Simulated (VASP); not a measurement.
# ScCu (Pm-3m) in VASP: relaxation of volume and atoms at fixed shape with LDA

Aim: the relaxation of volume and atoms at fixed shape of ScCu with LDA.

Program: VASP 6.6.1. These are calculated values, not measurements. Logs are shortened: lines on timing, memory, paths and dates and some standing lists are left out, and cuts for length are marked.

### Step 1. The cell of the first run

Symmetry: Pm-3m, No. 221, cubic system. Conventional cell: a = 3.256 Å, b = 3.256 Å, c = 3.256 Å, α = 90.00°, β = 90.00°, γ = 90.00°. Within 3.7 Å of Sc (site symmetry m-3m) lie 8 Cu at 2.82 Å and 6 Sc at 3.26 Å. Cu (site symmetry m-3m) has 8 Sc at 2.82 Å and 6 Cu at 3.26 Å within 3.7 Å.

### Step 2. Relaxation of volume and atoms at fixed shape, LDA

INCAR reads:

```
PREC = Accurate
ENCUT = 820
EDIFF = 1E-7
ISMEAR = -1
SIGMA = 0.1
LREAL = False
LASPH = True
NELM = 120
ALGO = Normal
ISIF = 8
LWAVE = False
LCHARG = False
GGA = CA
IBRION = 2
NSW = 60
EDIFFG = -0.01
GGA_COMPAT = False
NELMIN = 4
```

KPOINTS reads:

```
regular mesh
0
Gamma
  8 8 8
```

POSCAR reads:

```
ScCu
1.0
    3.2560000000      0.0000000000      0.0000000000
    0.0000000000      3.2560000000      0.0000000000
    0.0000000000      0.0000000000      3.2560000000
Sc Cu
1 1
Direct
    0.5000000000      0.5000000000      0.5000000000
    0.0000000000      0.0000000000      0.0000000000
```

Potentials or basis: VASP PAW LDA potentials, release 64 (Sc_sv, Cu_sv_GW).

Command:

```
cat potpaw_LDA.64/Sc_sv/POTCAR potpaw_LDA.64/Cu_sv_GW/POTCAR > POTCAR
mpirun -np 1 vasp_std > vasp.out
```

OUTCAR:

```text
PREC = Accurate
   ENCUT = 820
   EDIFF = 1E-7
   ISMEAR = -1
   LREAL = False
   LASPH = True
   NELM = 120
   ISIF = 8
   GGA = CA
   IBRION = 2
   NSW = 60
   EDIFFG = -0.01
   NELMIN = 4

 ion  position               nearest neighbor table
   1  0.500  0.500  0.500-   2 2.82   2 2.82   2 2.82   2 2.82   2 2.82   2 2.82   2 2.82   2 2.82

   2  0.000  0.000  0.000-   1 2.82   1 2.82   1 2.82   1 2.82   1 2.82   1 2.82   1 2.82   1 2.82

  LATTYP: Found a simple cubic cell.
 ALAT       =     3.2560000000

  Lattice vectors:

 A1 = (   3.2560000000,   0.0000000000,   0.0000000000)
 A2 = (   0.0000000000,   3.2560000000,   0.0000000000)
 A3 = (   0.0000000000,   0.0000000000,   3.2560000000)

Analysis of symmetry for initial positions (statically):
=====================================================================
 Subroutine PRICEL returns:
 Original cell was already a primitive cell.

 Routine SETGRP: Setting up the symmetry group for a
 simple cubic supercell.

 Subroutine GETGRP returns: Found 48 space group operations
 (whereof 48 operations were pure point group operations)
 out of a pool of 48 trial point group operations.

The static configuration has the point symmetry O_h .

Analysis of symmetry for dynamics (positions and initial velocities):
=====================================================================
 Subroutine PRICEL returns:
 Original cell was already a primitive cell.

 Routine SETGRP: Setting up the symmetry group for a
 simple cubic supercell.

 Subroutine GETGRP returns: Found 48 space group operations
 (whereof 48 operations were pure point group operations)
 out of a pool of 48 trial point group operations.

The dynamic configuration has the point symmetry O_h .

 Subroutine INISYM returns: Found 48 space group operations
 (whereof 48 operations are pure point group operations),
 and found     1 'primitive' translations

----------------------------------------------------------------------------------------

                                     Primitive cell

  volume of cell :      34.5186
[... 84 lines left out ...]
   LNONCOLLINEAR =      F non collinear calculations
   LSORBIT =      F    spin-orbit coupling
   LASPH  =      T    aspherical Exc in radial PAW
   ENCUT  =  820.0 eV  60.27 Ry    7.76 a.u.   7.60  7.60  7.60*2*pi/ulx,y,z
   NELM   =    120;   NELMIN=  4; NELMDL= -5     # of ELM steps
   EDIFF  = 0.1E-06   stopping-criterion for ELM
   LREAL  =      F    real-space projection
   EDIFFG = -.1E-01   stopping-criterion for IOM
   NSW    =     60    number of steps for IOM
   IBRION =      2    ionic relax: 0-MD 1-quasi-New 2-CG
   NFREE  =      1    steps in history (QN), initial steepest desc. (CG)
   ISIF   =      8    stress and relaxation
   ISYM   =      2    0-nonsym 1-usesym 2-fastsym
   POTIM  = 0.5000    time-step for ionic-motion
   TEBEG  =    0.0;   TEEND  =   0.0 temperature during run
   PSTRESS=    0.0 pullay stress
   NELECT =      30.0000    total number of electrons
   NUPDOWN=      -1.0000    fix difference up-down
   EMIN   =  10.00;   EMAX   =-10.00  energy-range for DOS
   EFERMI =   0.00;   METHOD = LEGACY
   ISMEAR =    -1;   SIGMA  =   0.10  broadening in eV -4-tet -1-fermi 0-gaus
   EFERMI_NEDOS =   21; number of points for ismear=-14 and -15
   IALGO  =     38    algorithm
   IMIX   =      4    mixing-type and parameters
     AMIX     =   0.40;   BMIX     =  1.00
     AMIX_MAG =   1.60;   BMIX_MAG =  1.00
  volume/ion in A,a.u.               =      17.26       116.47
  Fermi-wavevector in a.u.,A,eV,Ry     =   1.562299  2.952317 33.208808  2.440779
  Thomas-Fermi vector in A             =   2.665238
   LORBIT       =      0    0 simple, 1 ext, 2 COOP (PROOUT), +10 PAW based schemes
   GGA     = CA    functional components
   LHFCALC =     F    Hartree Fock is set to
   AEXX    =    0.0000 exact exchange contribution
   IVDW    =     0    specifies the selected vdW correction
   LEPSILON=     F    determine dielectric tensor
   LRPA    =     F    only Hartree local field effects (RPA)
 conjugate gradient relaxation of ions
 non-spin polarized calculation
  energy-cutoff  :      820.00
  volume of cell :       34.52
 maximum number of plane-waves:      1856
   NGX = 15   NGY = 15   NGZ = 15

--------------------------------------- Ionic step        1  -------------------------------------------

 number of electron      30.0000022 magnetization

 Free energy of the ion-electron system (eV)
  ---------------------------------------------------
  ext. energy  EPLUGINS =         0.00000000
  ---------------------------------------------------
  free energy    TOTEN  =       -12.09565573 eV

  energy without entropy =      -12.04505530  energy(sigma->0) =      -12.07035552

------------------------ aborting loop because EDIFF is reached ----------------------------------------

  FORCE on cell =-STRESS in cart. coord.  units (eV):
  Direction    XX          YY          ZZ          XY          YZ          ZX
  --------------------------------------------------------------------------------------
  -------------------------------------------------------------------------------------
  Total       -1.6722391     -1.6722391     -1.6722391      0.0000000     -0.0000000     -0.0000000
  in kB      -77.6168061    -77.6168061    -77.6168061      0.0000000     -0.0000000     -0.0000000
  external PRESSURE =     -77.6168061 kB  Pullay stress =       0.0000000 kB
[... 59 lines left out ...]
--------------------------------------- Ionic step        3  -------------------------------------------

 number of electron      29.9999979 magnetization

 Free energy of the ion-electron system (eV)
  ---------------------------------------------------
  ext. energy  EPLUGINS =         0.00000000
  ---------------------------------------------------
  free energy    TOTEN  =       -12.16548946 eV

  energy without entropy =      -12.11744954  energy(sigma->0) =      -12.14146950

 E-fermi :   5.9563     XC(G=0): -12.1029

 val. band max:        5.7341621279   @ k =   0.5000   0.5000   0.1250
 cond. band min:       6.0008000317   @ k =   0.5000   0.2500   0.2500
 fundamental gap:      0.2666379038
 Fermi energy:         5.9563363336

 k-point     1 :       0.0000    0.0000    0.0000
  band No.  band energies     occupation
      1    -106.1968      2.00000
      2     -64.1405      2.00000
      3     -64.1405      2.00000
      4     -64.1405      2.00000
      5     -42.9548      2.00000
      6     -21.7973      2.00000
[... 505 lines left out ...]
      6     -22.0695      2.00000
[... 11 lines left out ...]
     18       8.8848      0.00000
     19       9.0617      0.00000

 [... further k-points ...]
[... 5 lines left out ...]
  --------------------------------------------------------------------------------------
  -------------------------------------------------------------------------------------
  Total       -0.0152701     -0.0152701     -0.0152701     -0.0000000     -0.0000000      0.0000000
  in kB       -0.7689292     -0.7689292     -0.7689292     -0.0000000     -0.0000000      0.0000000
  external PRESSURE =      -0.7689292 kB  Pullay stress =       0.0000000 kB
[... 17 lines left out ...]
  FREE ENERGIE OF THE ION-ELECTRON SYSTEM (eV)
  ---------------------------------------------------
  free  energy   TOTEN  =       -12.1654894614 eV

  energy  without entropy=      -12.1174495419  energy(sigma->0) =      -12.14146950

 reached required accuracy - stopping structural energy minimisation
```

OSZICAR:

```text
N       E                     dE             d eps       ncg     rms          rms(c)
[... 40 lines left out ...]
DAV:   4    -0.122378678654E+02    0.21297E+00   -0.59534E-01  2345   0.307E+01    0.216E+00
DAV:   5    -0.121681209788E+02    0.69747E-01   -0.22690E-01  2222   0.121E+01    0.467E-01
DAV:   6    -0.121662767265E+02    0.18443E-02   -0.30013E-02  2468   0.496E+00    0.249E-01
DAV:   7    -0.121655346674E+02    0.74206E-03   -0.58066E-03  2168   0.210E+00    0.503E-02
DAV:   8    -0.121654967365E+02    0.37931E-04   -0.30080E-04  1888   0.334E-01    0.260E-02
DAV:   9    -0.121654894826E+02    0.72539E-05   -0.49687E-05  2174   0.326E-01    0.361E-03
DAV:  10    -0.121654895599E+02   -0.77208E-07   -0.20511E-06  2018   0.420E-02    0.208E-03
DAV:  11    -0.121654894614E+02    0.98488E-07   -0.36665E-07  1089   0.139E-02
   3 F= -.12165489E+02 E0= -.12141470E+02  d E =-.698337E-01
```

Run time: 75 s. Hardware: 1 thread of Intel Xeon 6975P-C (Granite Rapids), shared host; peak memory 0.21 GiB.

What came out:

```
Free energy                           : -12.1655 eV
Relaxed volume                        : 15.91 Å³/atom
Relaxed cell                          : a = 3.169 Å, b = 3.169 Å, c = 3.169 Å, α = 90.00°, β = 90.00°, γ = 90.00°
Space group after relaxing (to 0.1 Å) : Pm-3m (No. 221)
Energy gained by relaxing             : 34.9 meV/atom
Ionic steps                           : 3
Pressure after relaxing               : -0.1 GPa
Band gap on the k mesh                : zero (bands 15 and 16 overlap by 2.18 eV)
```

The path:
| step | energy change (eV) | largest force (eV/Å) | pressure (GPa) | volume (Å³) |
| --- | --- | --- | --- | --- |
| 1 | 0.0000 | 0.0000 | -7.76 | 34.52 |
| 2 | -0.0500 | 0.0000 | 5.35 | 30.51 |
| 3 | -0.0698 | 0.0000 | -0.08 | 31.82 |

Final structure:
```
Sc Cu
1.0
     3.16876    0.00000    0.00000
     0.00000    3.16876    0.00000
     0.00000    0.00000    3.16876
Sc Cu
1 1
Direct
  0.50000 0.50000 0.50000
  0.00000 0.00000 0.00000
```

Levels at points of the mesh, in eV from the Fermi level:
```tsv
k point	band 12	band 13	band 14	band 15	band 16	band 17	band 18	band 19
(0.00, 0.00, 0.00)	-3.25	-3.25	-3.25	0.49	0.49	3.41	3.41	3.41
(0.50, 0.00, 0.00)	-3.36	-3.36	-3.13	-2.18	0.18	1.40	1.40	3.29
(0.50, 0.50, 0.00)	-3.62	-2.86	-1.94	0.22	0.22	0.93	2.69	2.69
(0.50, 0.50, 0.50)	-2.85	-2.85	-1.69	-1.69	-1.69	3.35	4.20	4.20
```

The gap in the log of VASP goes by the Fermi energy; the results here count the filled bands.